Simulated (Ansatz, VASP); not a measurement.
KMgF3: VASP beside Ansatz

File POSCAR:

```
KMgF3
1.0
    3.9802355636      0.0000000000      0.0000000000
    0.0000000000      3.9802355636      0.0000000000
    0.0000000000      0.0000000000      3.9802355636
K Mg F
1 1 3
Direct
    0.5000000000      0.5000000000      0.5000000000
    0.0000000000      0.0000000000      0.0000000000
    0.5000000000      0.0000000000      0.0000000000
    0.0000000000      0.5000000000      0.0000000000
    0.0000000000      0.0000000000      0.5000000000
```

Contents of INCAR.step1:

```
SYSTEM = KMgF3
  PREC = Accurate
  ENCUT = 520
  EDIFF = 1E-5
  ISMEAR = 0
  SIGMA = 0.01
  LREAL = .FALSE.
  LASPH = .TRUE.
  NELM = 60
  ALGO = Normal
  ISIF = 2
  LWAVE = .TRUE.
  LCHARG = .FALSE.
  GGA = PE
  NBANDS = 24
```

The input INCAR.step2:

```
SYSTEM = KMgF3
  PREC = Accurate
  ENCUT = 520
  EDIFF = 1E-7
  ISMEAR = 0
  SIGMA = 0.01
  LREAL = .FALSE.
  LASPH = .TRUE.
  NELM = 60
  ALGO = Normal
  ISIF = 2
  LWAVE = .FALSE.
  LCHARG = .FALSE.
  GGA = PE
  LHFCALC = .TRUE.
  HFSCREEN = 0.2079
  PRECFOCK = Fast
  ISTART = 1
  NBANDS = 24
```

KPOINTS

```
Automatic mesh
0
G
  4 4 4
  0 0 0
```

Input for Ansatz:

```yaml
crystal:
  lattice:
    - [3.9802355636, 0.0, 0.0]
    - [0.0, 3.9802355636, 0.0]
    - [0.0, 0.0, 3.9802355636]
  atoms:
    - { symbol: K, position: [0.5, 0.5, 0.5] }
    - { symbol: Mg, position: [0.0, 0.0, 0.0] }
    - { symbol: F, position: [0.5, 0.0, 0.0] }
    - { symbol: F, position: [0.0, 0.5, 0.0] }
    - { symbol: F, position: [0.0, 0.0, 0.5] }
kpoints:
  mp_grid: { grid: [4, 4, 4] }
  band_path:
    path: [[0.0, 0.0, 0.0], [0.0, 0.5, 0.0], [0.5, 0.5, 0.0], [0.5, 0.5, 0.5]]
    npoints: 1
hamiltonian:
  xc: hse06
scf:
  occupations: { method: fixed }
  n_extra_bands: 5
output:
  forces: true
  stress: true
  eigenvalues: true
```

Alike in both runs: task single point; functional HSE06; k mesh 4 × 4 × 4; no spin polarisation.

```csv
,VASP,Ansatz
version,VASP 6.6.1,Ansatz 0.2.0
potentials or method,"VASP PAW PBE potentials, release 64 (K_sv, Mg, F)","plane waves, PAW"
plane-wave cutoff (eV),520,420
occupations,"gaussian, width 0.01 eV",fixed
valence electrons in the cell,32,40
```

|  | VASP | Ansatz | Ansatz less VASP |
| --- | --- | --- | --- |
| gap on the k mesh at the Fermi level (eV) | 9.57 | 9.61 | +0.043 |
| pressure (GPa) | 1.3 | 1.4 | +0.14 |

VASP's potentials hold 32 valence electrons a cell and Ansatz's 40, so a difference there can come from the potentials and not from the codes. Ansatz's warnings: stress exchange threshold loose, stress scf threshold loose.
